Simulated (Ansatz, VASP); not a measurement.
# HfO2 in VASP and in Ansatz

INCAR

```
SYSTEM = HfO2
PREC = Accurate ; ENCUT = 600
EDIFF = 1E-6 ; ISMEAR = 0
SIGMA = 0.05 ; LREAL = .FALSE.
LASPH = .TRUE. ; NELM = 120
ALGO = Normal ; ISIF = 2
LWAVE = .FALSE. ; LCHARG = .FALSE.
GGA = RE ; IVDW = 12
NBANDS = 18 ; GGA_COMPAT = .FALSE.
```

Contents of KPOINTS:

```
regular mesh
0
G
  8 8 8
  0 0 0
```

The input POSCAR:

```
HfO2
1.0
    0.0000000000      2.5542706352      2.5542706352
    2.5542706352      0.0000000000      2.5542706352
    2.5542706352      2.5542706352      0.0000000000
Hf O
1 2
Direct
    0.0000000000      0.0000000000      0.0000000000
    0.2500000000      0.2500000000      0.2500000000
    0.7500000000      0.7500000000      0.7500000000
```

Input for Ansatz:

```yaml
crystal:
  lattice:
    - [0.0, 2.5542706352, 2.5542706352]
    - [2.5542706352, 0.0, 2.5542706352]
    - [2.5542706352, 2.5542706352, 0.0]
  atoms:
    - { symbol: Hf, position: [0.0, 0.0, 0.0] }
    - { symbol: O, position: [0.25, 0.25, 0.25] }
    - { symbol: O, position: [0.75, 0.75, 0.75] }
basis:
  ecutwfc: 420
  ecutrho_ratio: 4
kpoints:
  mp_grid: { grid: [8, 8, 8] }
hamiltonian:
  xc: revpbe
  dispersion: d3bj
scf:
  occupations: { method: gaussian, width: 0.05 }
output:
  forces: true
  stress: true
  eigenvalues: true
```

Alike in both runs: task single point; functional revPBE; dispersion D3(BJ); k mesh 8 × 8 × 8; occupations gaussian, width 0.05 eV; no spin polarisation.

```csv
,VASP,Ansatz
version,VASP 6.6.1,Ansatz 0.2.0
potentials or method,"VASP PAW PBE potentials, release 64 (Hf_pv, O), cutoff 600 eV","scalar-relativistic, plane waves, PAW"
valence electrons in the cell,22,38
```

```csv
,VASP,Ansatz,Ansatz less VASP
gap on the k mesh at the Fermi level (eV),3.82,3.81,-0.009
least direct gap on the mesh (eV),3.82,3.81,-0.009
pressure (GPa),-8.7,-4.7,+3.92
```

VASP's potentials were made for PBE, not for revPBE. VASP's potentials hold 22 valence electrons a cell and Ansatz's 38, so a difference there can come from the potentials and not from the codes.

Spin-orbit coupling is off throughout.
